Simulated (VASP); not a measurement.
# Zn2SiN (P6/mmm) in VASP: a series of runs

The runs below take Zn2SiN through single point, with PBE.

All numbers are computed with VASP 6.6.1; they aren't measurements. Logs are shortened: lines on timing, memory, paths and dates and some standing lists are left out, and cuts for length are marked.

**1. The cell of the first run**

It takes space group P6/mmm (No. 191, hexagonal). Conventional cell: a = 2.789 Å, b = 2.789 Å, c = 8.663 Å, α = 90.00°, β = 90.00°, γ = 120.00°. Within 2.5 Å of Zn (site symmetry 6mm) lie 1 N at 1.88 Å and 1 Si at 2.45 Å. Si (site symmetry 6/mmm) has 2 Zn at 2.45 Å and 6 Si at 2.79 Å within 3.2 Å. Within 2.5 Å of N (site symmetry 6/mmm) lie 2 Zn at 1.88 Å.

**2. Single point, PBE**

Input file INCAR:

```
SYSTEM = Zn2SiN
ALGO = Normal
EDIFF = 1E-6
ENCUT = 600
GGA = PE
GGA_COMPAT = .False.
ISIF = 2
ISMEAR = 0
LASPH = .True.
LCHARG = .False.
LREAL = .False.
LWAVE = .False.
NBANDS = 24
NELM = 120
PREC = Accurate
SIGMA = 0.1
```

Input file KPOINTS:

```
k-points
0
Gamma
  6 6 4
  0 0 0
```

Input file POSCAR:

```
Zn2SiN
1.0
    2.7894953147      0.0000000000      0.0000000000
   -1.3947476574      2.4157738063      0.0000000000
    0.0000000000      0.0000000000      8.6626601832
Zn Si N
2 1 1
Direct
    0.0000000000      0.0000000000      0.2832211333
    0.0000000000      0.0000000000      0.7167788667
    0.0000000000      0.0000000000      0.0000000000
    0.0000000000      0.0000000000      0.5000000000
```

Potentials or basis: VASP PAW PBE potentials, release 64 (Zn, Si, N).

Launch:

```
$ cat potpaw_PBE.64/Zn/POTCAR potpaw_PBE.64/Si/POTCAR potpaw_PBE.64/N/POTCAR > POTCAR
$ mpirun -np 1 vasp_std > vasp.out
```

OUTCAR:

```text
SYSTEM = Zn2SiN
   EDIFF = 1E-6
   ENCUT = 600
   GGA = PE
   ISIF = 2
   ISMEAR = 0
   LASPH = .True.
   LREAL = .False.
   NELM = 120
   PREC = Accurate

 ion  position               nearest neighbor table
   1  0.000  0.000  0.283-   4 1.88   3 2.45
   2  0.000  0.000  0.717-   4 1.88   3 2.45
   3  0.000  0.000  0.000-   1 2.45   2 2.45
   4  0.000  0.000  0.500-   1 1.88   2 1.88

  LATTYP: Found a hexagonal cell.
 ALAT       =     2.7894953147
 C/A-ratio  =     3.1054578717

  Lattice vectors:

 A1 = (   2.7894953147,   0.0000000000,   0.0000000000)
 A2 = (  -1.3947476574,   2.4157738063,   0.0000000000)
 A3 = (   0.0000000000,   0.0000000000,   8.6626601832)

Analysis of symmetry for initial positions (statically):
=====================================================================
 Subroutine PRICEL returns:
 Original cell was already a primitive cell.

 Routine SETGRP: Setting up the symmetry group for a
 hexagonal supercell.

 Subroutine GETGRP returns: Found 24 space group operations
 (whereof 24 operations were pure point group operations)
 out of a pool of 24 trial point group operations.

The static configuration has the point symmetry D_6h.

Analysis of symmetry for dynamics (positions and initial velocities):
=====================================================================
 Subroutine PRICEL returns:
 Original cell was already a primitive cell.

 Routine SETGRP: Setting up the symmetry group for a
 hexagonal supercell.

 Subroutine GETGRP returns: Found 24 space group operations
 (whereof 24 operations were pure point group operations)
 out of a pool of 24 trial point group operations.

The dynamic configuration has the point symmetry D_6h.

 Subroutine INISYM returns: Found 24 space group operations
 (whereof 24 operations are pure point group operations),
 and found     1 'primitive' translations

----------------------------------------------------------------------------------------

                                     Primitive cell

  volume of cell :      58.3758

[... 80 lines left out ...]
   ISTART =      0    job   : 0-new  1-cont  2-samecut
   ICHARG =      2    charge: 1-file 2-atom 10-const
   ISPIN  =      1    spin polarized calculation?
   LNONCOLLINEAR =      F non collinear calculations
   LSORBIT =      F    spin-orbit coupling
   LASPH  =      T    aspherical Exc in radial PAW
   ENCUT  =  600.0 eV  44.10 Ry    6.64 a.u.   5.57  5.57 17.30*2*pi/ulx,y,z
   NELM   =    120;   NELMIN=  2; NELMDL= -5     # of ELM steps
   EDIFF  = 0.1E-05   stopping-criterion for ELM
   LREAL  =      F    real-space projection
   EDIFFG = 0.1E-04   stopping-criterion for IOM
   NSW    =      0    number of steps for IOM
   IBRION =     -1    ionic relax: 0-MD 1-quasi-New 2-CG
   NFREE  =      0    steps in history (QN), initial steepest desc. (CG)
   ISIF   =      2    stress and relaxation
   ISYM   =      2    0-nonsym 1-usesym 2-fastsym
   POTIM  = 0.5000    time-step for ionic-motion
   TEBEG  =    0.0;   TEEND  =   0.0 temperature during run
   PSTRESS=    0.0 pullay stress
   NELECT =      33.0000    total number of electrons
   NUPDOWN=      -1.0000    fix difference up-down
   EMIN   =  10.00;   EMAX   =-10.00  energy-range for DOS
   EFERMI =   0.00;   METHOD = LEGACY
   ISMEAR =     0;   SIGMA  =   0.10  broadening in eV -4-tet -1-fermi 0-gaus
   EFERMI_NEDOS =   21; number of points for ismear=-14 and -15
   IALGO  =     38    algorithm
   IMIX   =      4    mixing-type and parameters
     AMIX     =   0.40;   BMIX     =  1.00
     AMIX_MAG =   1.60;   BMIX_MAG =  1.00
  volume/ion in A,a.u.               =      14.59        98.48
  Fermi-wavevector in a.u.,A,eV,Ry     =   1.353636  2.558000 24.930352  1.832329
  Thomas-Fermi vector in A             =   2.480874
   LORBIT       =      0    0 simple, 1 ext, 2 COOP (PROOUT), +10 PAW based schemes
   GGA     = PE    functional components
   LHFCALC =     F    Hartree Fock is set to
   AEXX    =    0.0000 exact exchange contribution
   IVDW    =     0    specifies the selected vdW correction
   LEPSILON=     F    determine dielectric tensor
   LRPA    =     F    only Hartree local field effects (RPA)
 non-spin polarized calculation
 Gauss-broadening in eV      SIGMA  =   0.10
  energy-cutoff  :      600.00
  volume of cell :       58.38
 maximum number of plane-waves:      1979
 NGX is ok and might be reduce to    24
   NGX = 11   NGY = 11   NGZ = 35

 number of electron      32.9999983 magnetization

 Free energy of the ion-electron system (eV)
  ---------------------------------------------------
  ext. energy  EPLUGINS =         0.00000000
  ---------------------------------------------------
  free energy    TOTEN  =       -12.21700915 eV

  energy without entropy =      -12.20413626  energy(sigma->0) =      -12.21057270

 E-fermi :   3.9404     XC(G=0): -10.9324

 val. band max:        3.8713051984   @ k =   0.1667  -0.0000   0.0000
 cond. band min:       3.9829094799   @ k =   0.3333  -0.0000   0.2500
 fundamental gap:      0.1116042815
 Fermi energy:         3.9404152982

 k-point     1 :       0.0000    0.0000    0.0000
  band No.  band energies     occupation
      1     -11.0716      2.00000
      2      -7.5331      2.00000
      3      -4.6248      2.00000
      4      -4.1080      2.00000
      5      -4.0435      2.00000
      6      -3.4627      2.00000
[... 556 lines left out ...]
     23       9.7954      0.00000
     24      11.8544      0.00000

------------------------ aborting loop because EDIFF is reached ----------------------------------------

  FORCE on cell =-STRESS in cart. coord.  units (eV):
  Direction    XX          YY          ZZ          XY          YZ          ZX
  --------------------------------------------------------------------------------------
  -------------------------------------------------------------------------------------
  Total       -0.0021528     -0.0021528      0.4749902      0.0000000      0.0000000      0.0000000
  in kB       -0.0590852     -0.0590852     13.0365315      0.0000000      0.0000000      0.0000000
  external PRESSURE =       4.3061204 kB  Pullay stress =       0.0000000 kB

 VOLUME and BASIS-vectors are now :
 -----------------------------------------------------------------------------
  energy-cutoff  :      600.00
  volume of cell :       58.38
      direct lattice vectors                 reciprocal lattice vectors
     2.789495315  0.000000000  0.000000000     0.358487786  0.206973020  0.000000000
    -1.394747657  2.415773806  0.000000000     0.000000000  0.413946040  0.000000000
     0.000000000  0.000000000  8.662660183     0.000000000  0.000000000  0.115437981

 POSITION                                       TOTAL-FORCE (eV/Angst)
 -----------------------------------------------------------------------------------
      0.00000      0.00000      2.45345        -0.000000     -0.000000     -0.071285
      0.00000      0.00000      6.20921         0.000000      0.000000      0.071285
      0.00000      0.00000      0.00000         0.000000      0.000000      0.000000
      0.00000      0.00000      4.33133         0.000000      0.000000      0.000000
 -----------------------------------------------------------------------------------
    total drift:                               -0.000000     -0.000000      0.000000

  FREE ENERGIE OF THE ION-ELECTRON SYSTEM (eV)
  ---------------------------------------------------
  free  energy   TOTEN  =       -12.2170091461 eV

  energy  without entropy=      -12.2041362591  energy(sigma->0) =      -12.21057270
```

stdout:

```text
POSCAR found type information on POSCAR ZnSiN
 POSCAR found :  3 types and       4 ions
 scaLAPACK will be used
 LDA part: xc-table for (Slater+PW92), standard interpolation
 POSCAR, INCAR and KPOINTS ok, starting setup
 FFT: planning ... GRIDC
 FFT: planning ... GRID_SOFT
 FFT: planning ... GRID
 WAVECAR not read
 entering main loop
```

It took 40 s on 1 thread of AMD EPYC 7R43 (Zen 3), shared host; peak memory 0.17 GiB.

Results:

* Free energy: -12.2170 eV
* Pressure: 0.4 GPa
* Largest force: 0.071 eV/Å

Forces in eV/Å, atoms in the order of the input:
```
Zn   0.000  0.000 -0.071
Zn   0.000  0.000  0.071
Si   0.000  0.000  0.000
N    0.000  0.000  0.000
```

Caveat: the k points lie up to 0.43 Å⁻¹ apart.

**3. Single point, PBE**

This run uses another cell than the first one, of 15.56 Å³/atom, 1.066 times its volume.

INCAR is that of step 2.

KPOINTS is that of step 2.

Input file POSCAR:

```
Zn2SiN
1.0
    3.4444949400      0.0000000000      0.0000000000
   -1.7222474700      2.9830201300      0.0000000000
    0.0000000000      0.0000000000      6.0575662800
Zn Si N
2 1 1
Direct
    0.0000000000      0.0000000000      0.2631756200
    0.0000000000      0.0000000000      0.7368243800
    0.0000000000      0.0000000000      0.0000000000
    0.0000000000      0.0000000000      0.5000000000
```

Potentials or basis: VASP PAW PBE potentials, release 64 (Zn, Si, N).

Launch:

```
$ cat potpaw_PBE.64/Zn/POTCAR potpaw_PBE.64/Si/POTCAR potpaw_PBE.64/N/POTCAR > POTCAR
$ mpirun -np 1 vasp_std > vasp.out
```

OUTCAR:

```text
SYSTEM = Zn2SiN
   EDIFF = 1E-6
   ENCUT = 600
   GGA = PE
   ISIF = 2
   ISMEAR = 0
   LASPH = .True.
   LREAL = .False.
   NELM = 120
   PREC = Accurate

 ion  position               nearest neighbor table
   1  0.000  0.000  0.263-   4 1.43   3 1.59   2 2.87
   2  0.000  0.000  0.737-   4 1.43   3 1.59   1 2.87
   3  0.000  0.000  0.000-   1 1.59   2 1.59
   4  0.000  0.000  0.500-   1 1.43   2 1.43

  LATTYP: Found a hexagonal cell.
 ALAT       =     3.4444949400
 C/A-ratio  =     1.7586224934

  Lattice vectors:

 A1 = (   3.4444949400,   0.0000000000,   0.0000000000)
 A2 = (  -1.7222474700,   2.9830201300,   0.0000000000)
 A3 = (   0.0000000000,   0.0000000000,   6.0575662800)

Analysis of symmetry for initial positions (statically):
=====================================================================
 Subroutine PRICEL returns:
 Original cell was already a primitive cell.

 Routine SETGRP: Setting up the symmetry group for a
 hexagonal supercell.

 Subroutine GETGRP returns: Found 24 space group operations
 (whereof 24 operations were pure point group operations)
 out of a pool of 24 trial point group operations.

The static configuration has the point symmetry D_6h.

Analysis of symmetry for dynamics (positions and initial velocities):
=====================================================================
 Subroutine PRICEL returns:
 Original cell was already a primitive cell.

 Routine SETGRP: Setting up the symmetry group for a
 hexagonal supercell.

 Subroutine GETGRP returns: Found 24 space group operations
 (whereof 24 operations were pure point group operations)
 out of a pool of 24 trial point group operations.

The dynamic configuration has the point symmetry D_6h.

[... 112 lines left out ...]
   EFERMI =   0.00;   METHOD = LEGACY
   ISMEAR =     0;   SIGMA  =   0.10  broadening in eV -4-tet -1-fermi 0-gaus
   EFERMI_NEDOS =   21; number of points for ismear=-14 and -15
   IALGO  =     38    algorithm
   IMIX   =      4    mixing-type and parameters
     AMIX     =   0.40;   BMIX     =  1.00
     AMIX_MAG =   1.60;   BMIX_MAG =  1.00
  volume/ion in A,a.u.               =      15.56       105.01
  Fermi-wavevector in a.u.,A,eV,Ry     =   1.325011  2.503908 23.887128  1.755654
  Thomas-Fermi vector in A             =   2.454503
   LORBIT       =      0    0 simple, 1 ext, 2 COOP (PROOUT), +10 PAW based schemes
   GGA     = PE    functional components
   LHFCALC =     F    Hartree Fock is set to
   AEXX    =    0.0000 exact exchange contribution
   IVDW    =     0    specifies the selected vdW correction
   LEPSILON=     F    determine dielectric tensor
   LRPA    =     F    only Hartree local field effects (RPA)
 non-spin polarized calculation
 Gauss-broadening in eV      SIGMA  =   0.10
  energy-cutoff  :      600.00
  volume of cell :       62.24
 maximum number of plane-waves:      2098
 NGX is ok and might be reduce to    28
   NGX = 13   NGY = 13   NGZ = 25

 number of electron      32.9999985 magnetization

 Free energy of the ion-electron system (eV)
  ---------------------------------------------------
  ext. energy  EPLUGINS =         0.00000000
  ---------------------------------------------------
  free energy    TOTEN  =         5.75202344 eV

  energy without entropy =        5.76097798  energy(sigma->0) =        5.75650071

 E-fermi :   2.2811     XC(G=0):  -9.9698

 val. band max:        2.2554023187   @ k =   0.3333   0.1667   0.0000
 cond. band min:       2.2863787666   @ k =   0.0000   0.0000   0.5000
 fundamental gap:      0.0309764479
 Fermi energy:         2.2810650139

 k-point     1 :       0.0000    0.0000    0.0000
  band No.  band energies     occupation
      1     -13.7136      2.00000
      2      -9.3849      2.00000
      3      -7.4121      2.00000
      4      -7.3944      2.00000
      5      -7.3944      2.00000
      6      -6.7522      2.00000
[... 556 lines left out ...]
     23      13.9794      0.00000
     24      13.9794      0.00000

------------------------ aborting loop because EDIFF is reached ----------------------------------------

  FORCE on cell =-STRESS in cart. coord.  units (eV):
  Direction    XX          YY          ZZ          XY          YZ          ZX
  --------------------------------------------------------------------------------------
  -------------------------------------------------------------------------------------
  Total        0.8212847      0.8212847    152.5508503      0.0000000      0.0000000     -0.0000000
  in kB       21.1409451     21.1409452   3926.8589778      0.0000000      0.0000000     -0.0000000
  external PRESSURE =    1323.0469560 kB  Pullay stress =       0.0000000 kB

 VOLUME and BASIS-vectors are now :
 -----------------------------------------------------------------------------
  energy-cutoff  :      600.00
  volume of cell :       62.24
      direct lattice vectors                 reciprocal lattice vectors
     3.444494940  0.000000000  0.000000000     0.290318325  0.167615362  0.000000000
    -1.722247470  2.983020130  0.000000000     0.000000000  0.335230725  0.000000000
     0.000000000  0.000000000  6.057566280     0.000000000  0.000000000  0.165082800

 POSITION                                       TOTAL-FORCE (eV/Angst)
 -----------------------------------------------------------------------------------
      0.00000      0.00000      1.59420         0.000000     -0.000000      7.874260
      0.00000      0.00000      4.46336        -0.000000      0.000000     -7.874260
      0.00000      0.00000      0.00000        -0.000000      0.000000      0.000000
      0.00000      0.00000      3.02878        -0.000000      0.000000      0.000000
 -----------------------------------------------------------------------------------
    total drift:                               -0.000000      0.000000      0.000000

  FREE ENERGIE OF THE ION-ELECTRON SYSTEM (eV)
  ---------------------------------------------------
  free  energy   TOTEN  =         5.7520234370 eV

  energy  without entropy=        5.7609779849  energy(sigma->0) =        5.75650071
```

Wall time 33 s (1 thread of AMD EPYC 7R43 (Zen 3), shared host); peak memory 0.16 GiB.

What came out:

```
Free energy   : 5.7520 eV
Pressure      : 132.3 GPa
Largest force : 7.874 eV/Å
```

Forces in eV/Å, atoms in the order of the input:
```
Zn   0.000  0.000  7.874
Zn   0.000  0.000 -7.874
Si   0.000  0.000  0.000
N    0.000  0.000  0.000
```

Levels at points of the mesh, in eV from the Fermi level:
```tsv
k point	band 14	band 15	band 16	band 17	band 18	band 19
(0.00, 0.00, 0.00)	-0.61	-0.34	-0.34	4.48	4.48	4.86
(0.50, 0.00, 0.00)	-3.13	-1.03	0.02	0.04	1.43	3.12
(0.00, 0.00, 0.50)	-3.11	0.01	0.01	3.48	3.48	7.41
(0.50, 0.00, 0.50)	-2.68	-2.14	-1.73	-0.48	1.79	4.30
```

Caveat: forces of over 1 eV/Å act on the atoms, so gaps and moduli don't describe the material at rest.
